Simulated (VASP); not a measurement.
Here is a VASP 6.6.1 calculation.

Contents of INCAR:

```
ALGO     = Normal         # electronic algorithm
EDIFF    = 1E-6           # SCF threshold, eV
ENCUT    = 520            # plane-wave cutoff, eV
GGA      = PE             # functional
ISIF     = 2              # what is computed and relaxed
ISMEAR   = -1             # smearing method
LASPH    = True           # aspherical terms in the spheres
LCHARG   = False          # write CHGCAR
LREAL    = Auto         
LWAVE    = False          # write WAVECAR
NBANDS   = 82             # bands
NELM     = 80             # most SCF steps
PREC     = Accurate       # precision mode
SIGMA    = 0.02           # smearing width, eV
```

File KPOINTS:

```
k-points
0
Gamma
  1 1 1
```

File POSCAR:

```
CSO
1.0
    9.5214660000      0.0000000000      0.0000000000
    0.0000000000      9.5214660000      0.0000000000
    0.0000000000      0.0000000000      9.5214660000
O C S
8 8 8
Direct
    0.6762193973      0.7050384888      0.1318704494
    0.7741454940      0.1199710213      0.3111705697
    0.8005804988      0.7225988099      0.5788184299
   -0.0515361815      0.5079049802      0.0178333883
    0.1098570325      0.7789136673      0.3134181228
    0.3659835576      0.3605957318      0.7820329348
    0.2980738470      0.5442124143      0.4230335959
    0.4638991517      0.0668489495      0.8940850075
    0.6313313517      0.5991304280      0.1751726047
    0.7609647506      0.1688920593      0.4193576913
    0.7925670270      0.7757838971      0.6914796524
   -0.1137534913      0.4046750784     -0.0135693390
    0.1117474977      0.8312165375      0.4267095004
    0.4100944119      0.4682262164      0.8080688415
    0.2092114807      0.4850408540      0.4768383356
    0.4205444834     -0.0014913670      0.9899946080
    0.5494532039      0.4646763429      0.2277485421
    0.7230819288      0.2317290216      0.5655536658
    0.7842279750      0.8348084213      0.8482202215
   -0.1731246008      0.2635098419     -0.0630890243
    0.1132073569      0.8801375755      0.5815596044
    0.4717340796      0.6200515761      0.8207139531
    0.0604948860      0.4209120738      0.5230707120
    0.3680420641     -0.0831594630      1.1156475274
```

Potentials or basis: VASP PAW PBE potentials, release 64 (O, C, S).

The run is started by

```bash
$ cat potpaw_PBE.64/O/POTCAR potpaw_PBE.64/C/POTCAR potpaw_PBE.64/S/POTCAR > POTCAR
$ mpirun -np 1 vasp_gam > vasp.out
```

Q: Predict the pressure.

A: 0.8 GPa.

Q: Estimate the largest force.

A: 5.553 eV/Å.

Q: What does it give for the band gap on the k mesh?

A: 4.65 eV.

Forces on the atoms (eV/Å):
```
O    0.550  0.260  0.047
O    0.910 -1.637 -3.735
O   -0.234  0.713  1.101
O   -0.776 -0.423  0.018
O    0.009  0.840  0.773
O   -1.665 -4.086 -0.493
O    3.455  1.635 -1.142
O   -0.509 -0.877  0.953
C   -1.266 -0.840  0.272
C   -1.124  1.391  3.323
C    0.069 -0.309  0.449
C    1.684  1.497  0.257
C   -0.099 -1.245 -1.254
C    1.585  4.025  0.121
C   -5.065 -1.938  1.192
C    1.382  2.211 -2.762
S    0.821  0.572 -0.256
S    0.184  0.209  0.385
S    0.130 -0.397 -1.638
S   -0.858 -1.120 -0.274
S    0.167  0.558  0.468
S   -0.004  0.029  0.342
S    1.539  0.239  0.045
S   -0.885 -1.307  1.810
```

Caveat: the k points lie up to 0.66 Å⁻¹ apart.
